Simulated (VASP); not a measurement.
Write the native input for VASP 6.6.1 that does the following.

- Task: relaxation of cell and atoms
- Functional: LDA
- Potentials or basis: VASP PAW LDA potentials, release 64 (Ti_sv, Si)
- Cutoff: 600 eV
- k mesh: 7 × 7 × 10
- Occupations: fermi-dirac, width 0.05 eV
- Spin: no spin polarisation
- Dipole correction: no
- Further INCAR settings: ALGO = Normal; EDIFF = 1e-06; IBRION = 2; EDIFFG = -0.01; NSW = 60; ISIF = 3

The structure of TiSi2 lies in POSCAR:

```
TiSi2
1.0
    4.3746400000      0.0000000000      0.0000000000
   -2.1873200000      3.7885500000      0.0000000000
    0.0000000000      0.0000000000      2.5610100000
Ti Si
1 2
Direct
    0.0000000000      0.0000000000      0.0000000000
    0.3333300000      0.6666700000      0.5000000000
    0.6666700000      0.3333300000      0.5000000000
```

The input as run:

INCAR

```
ALGO = Normal ; EDIFF = 1E-6
EDIFFG = -0.01 ; ENCUT = 600
IBRION = 2 ; ISIF = 3
ISMEAR = -1 ; LASPH = True
LCHARG = False ; LREAL = False
LWAVE = False ; NELM = 80
NSW = 60 ; PREC = Accurate
SIGMA = 0.05
```

KPOINTS

```
k-points
0
Gamma
  7 7 10
```

Potentials or basis: VASP PAW LDA potentials, release 64 (Ti_sv, Si).

The run is started by

```sh
$ cat potpaw_LDA.64/Ti_sv/POTCAR potpaw_LDA.64/Si/POTCAR > POTCAR
$ mpirun -np 1 vasp_std > vasp.out
```

Results of the run:

The relaxed volume is 13.45 Å³/atom, the relaxed cell is a = 4.307 Å, b = 4.307 Å, c = 2.511 Å, α = 90.00°, β = 90.00°, γ = 120.00° and the space group after relaxing (to 0.1 Å) is P6/mmm (No. 191). The energy gained by relaxing is 16.2 meV/atom and the ionic steps are 3. The pressure after relaxing is 0.0 GPa. The band gap on the k mesh is zero (bands 10 and 11 overlap by 2.81 eV).

It took 73 s on 1 thread of Intel(R) Xeon(R) Platinum 8488C (Sapphire Rapids), on a shared host, peak memory 0.2 GiB.
